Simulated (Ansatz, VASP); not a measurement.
**One calculation of SnSe, two programs**

File INCAR:

```
SYSTEM = SnSe
PREC     = Accurate       ! precision mode
ENCUT    = 520            ! plane-wave cutoff, eV
EDIFF    = 1E-6           ! SCF threshold, eV
ISMEAR   = -1             ! smearing method
SIGMA    = 0.05           ! smearing width, eV
LREAL    = .FALSE.        ! projectors in reciprocal space
LASPH    = .TRUE.         ! aspherical terms in the spheres
NELM     = 80             ! most SCF steps
ALGO     = Normal         ! electronic algorithm
ISIF     = 2              ! what is computed and relaxed
LWAVE    = .FALSE.        ! write WAVECAR
LCHARG   = .TRUE.         ! write CHGCAR
GGA      = B5             ! functional
ALDAX    = 1.0          
AGGAX    = 1.0          
AGGAC    = 1.0          
ALDAC    = 0.0          
LELF     = .TRUE.         ! ELF
LVHAR    = .TRUE.       
NBANDS   = 17             ! bands
```

The input KPOINTS:

```
Automatic mesh
0
G
  8 8 8
  0 0 0
```

POSCAR

```
SnSe
1.0
    0.0000000000      3.0100000000      3.0100000000
    3.0100000000      0.0000000000      3.0100000000
    3.0100000000      3.0100000000      0.0000000000
Sn Se
1 1
Direct
    0.0000000000      0.0000000000      0.0000000000
    0.5000000000      0.5000000000      0.5000000000
```

File input.yaml:

```yaml
crystal:
  lattice:
    - [0.0, 3.01, 3.01]
    - [3.01, 0.0, 3.01]
    - [3.01, 3.01, 0.0]
  atoms:
    - { symbol: Sn, position: [0.0, 0.0, 0.0] }
    - { symbol: Se, position: [0.5, 0.5, 0.5] }
hamiltonian:
  xc: blyp
  pseudopotentials: { kind: paw }
kpoints:
  mp_grid: { grid: [8, 8, 8] }
  band_path:
    path:
      - [[0.0, 0.0, 0.0], [0.5, 0.0, 0.5], [0.5, 0.25, 0.75], [0.375, 0.375, 0.75], [0.0, 0.0, 0.0], [0.5, 0.5, 0.5], [0.625, 0.25, 0.625], [0.5, 0.25, 0.75], [0.5, 0.5, 0.5], [0.375, 0.375, 0.75]]
      - [[0.625, 0.25, 0.625], [0.5, 0.0, 0.5]]
    npoints: 14
scf:
  occupations: { method: fermi_dirac, width: 0.05 }
  n_extra_bands: 6
output:
  forces: true
  stress: true
  eigenvalues: true
  fatbands: false
```

Alike in both runs: functional BLYP; k mesh 8 × 8 × 8; occupations fermi-dirac, width 0.05 eV; no spin polarisation.

|  | VASP | Ansatz |
| --- | --- | --- |
| version | VASP 6.6.1 | Ansatz 0.2.0 |
| potentials or method | VASP PAW PBE potentials, release 64 (Sn_d, Se) | Ansatz PAW |
| plane-wave cutoff (eV) | 520 | 420 |
| valence electrons in the cell | 20 | 30 |
| task | single point | band structure |

Ansatz gave:

```
gap on the k mesh at the Fermi level (eV) : 0.38
least direct gap on the mesh (eV)         : 0.38
pressure (GPa)                            : 4.8
```

Task: Estimate VASP's values.

Result: gap on the k mesh at the Fermi level (eV): 0.40; least direct gap on the mesh (eV): 0.40; pressure (GPa): 4.9.

VASP's potentials were made for PBE, not for BLYP. With one functional, cell and mesh, what is left measures potentials, basis and numerics. VASP's potentials hold 20 valence electrons a cell and Ansatz's 30, so a difference there can come from the potentials and not from the codes.

Noted on Ansatz's run: the k mesh misses the band edges, so the gap on the mesh is wider than the one along the path.
